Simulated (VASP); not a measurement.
**MnO2: single point with PBE**

MnO2:

```
Mn O
1.0
     4.39830    0.00000    0.00000
     0.00000    4.39830    0.00000
     0.00000    0.00000    2.87300
Mn O
2 4
Direct
  0.00000 0.00000 0.00000
  0.50000 0.50000 0.50000
  0.30515 0.30515 0.00000
  0.19485 0.80515 0.50000
  0.69485 0.69485 0.00000
  0.80515 0.19485 0.50000
```

| Quantity | Value |
| --- | --- |
| Program | VASP 6.6.1 |
| Task | single point |
| Functional | PBE |
| Potentials or basis | VASP PAW PBE potentials, release 64 (Mn_pv, O) |
| Cutoff | 520 eV |
| k mesh | 5 × 5 × 7 |
| Occupations | fermi-dirac, width 0.01 eV |
| Spin | no spin polarisation |

```yaml
Pressure: -5.4 GPa
Largest_force: 0.341 eV/Å
Band_gap_on_the_k_mesh: zero (band 25 reaches 5.54 eV, above the bottom of band 26 at 4.79 eV)
```

Forces in eV/Å, atoms in the order of the input:
```
Mn   0.000  0.000  0.000
Mn   0.000  0.000  0.000
O   -0.241 -0.241  0.000
O    0.241 -0.241  0.000
O    0.241  0.241  0.000
O   -0.241  0.241  0.000
```

Stress tensor (GPa, compression positive):
```
-3.11  0.00  0.00
 0.00 -3.11  0.00
 0.00  0.00 -9.95
```

Levels at points of the mesh, in eV from the Fermi level:
```
           k point  band 21  band 22  band 23  band 24  band 25  band 26  band 27  band 28  band 29  band 30
(0.00, 0.00, 0.00)    -1.35    -1.17    -0.96    -0.63    -0.63    -0.55    -0.46     1.06     1.35     3.64
```

Wall time 39 s on 1 thread of Intel Xeon 6975P-C, with other jobs on the host, peak memory 0.19 GiB.

Caveat: the run has no spin polarisation, though such a crystal can be magnetic; semilocal functionals often make such compounds metallic where correlation or magnetic order opens a gap, which also shifts bond lengths. Spin polarisation is off, so any magnetic state and its effect on volume and gap are missing.
